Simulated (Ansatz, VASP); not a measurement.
# Nb: VASP beside Ansatz

The input INCAR:

```
  PREC = Accurate
  ENCUT = 520
  EDIFF = 1E-6
  ISMEAR = -1
  SIGMA = 0.1
  LREAL = False
  LASPH = True
  NELM = 80
  ALGO = Normal
  ISIF = 2
  LWAVE = False
  LCHARG = True
  GGA = RP
  LELF = True
  LVHAR = True
  NBANDS = 12
```

The input KPOINTS:

```
regular mesh
0
Gamma
  21 21 21
```

Contents of POSCAR:

```
Nb
1.0
    0.0000000000      2.1224182117      2.1224182117
    2.1224182117      0.0000000000      2.1224182117
    2.1224182117      2.1224182117      0.0000000000
Nb
1
Direct
    0.0000000000      0.0000000000      0.0000000000
```

Input for Ansatz:

```yaml
crystal:
  lattice:
    - [0.0, 2.1224182117, 2.1224182117]
    - [2.1224182117, 0.0, 2.1224182117]
    - [2.1224182117, 2.1224182117, 0.0]
  atoms:
    - { symbol: Nb, position: [0.0, 0.0, 0.0] }
hamiltonian:
  xc: rpbe
  pseudopotentials:
    kind: paw
    azcp:
      Nb: "pseudopotentials/Nb.paw.azcp"
basis:
  ecutwfc: 420
  fft_grid_basis: typed
kpoints:
  mp_grid: { grid: [21, 21, 21], shift: [0, 0, 0] }
magnetization:
  spin_polarized: false
scf:
  occupations: { method: fermi_dirac, width: 0.1 }
output:
  stress: true
```

Alike in both runs: task single point; functional RPBE; k mesh 21 × 21 × 21; occupations fermi-dirac, width 0.1 eV; no spin polarisation.

|  | VASP | Ansatz |
| --- | --- | --- |
| version | VASP 6.6.1 | Ansatz 0.2.0 |
| potentials or method | VASP PAW PBE potentials, release 64 (Nb_sv), cutoff 520 eV | plane waves (420 eV) with PAW, scalar-relativistic |
| valence electrons in the cell | 13 | 13 |

|  | VASP | Ansatz | Ansatz less VASP |
| --- | --- | --- | --- |
| pressure (GPa) | -0.4 | -0.1 | +0.31 |

VASP's potentials were made for PBE, not for RPBE. The functional is the same, so the differences come from potentials, cutoffs and numerics.
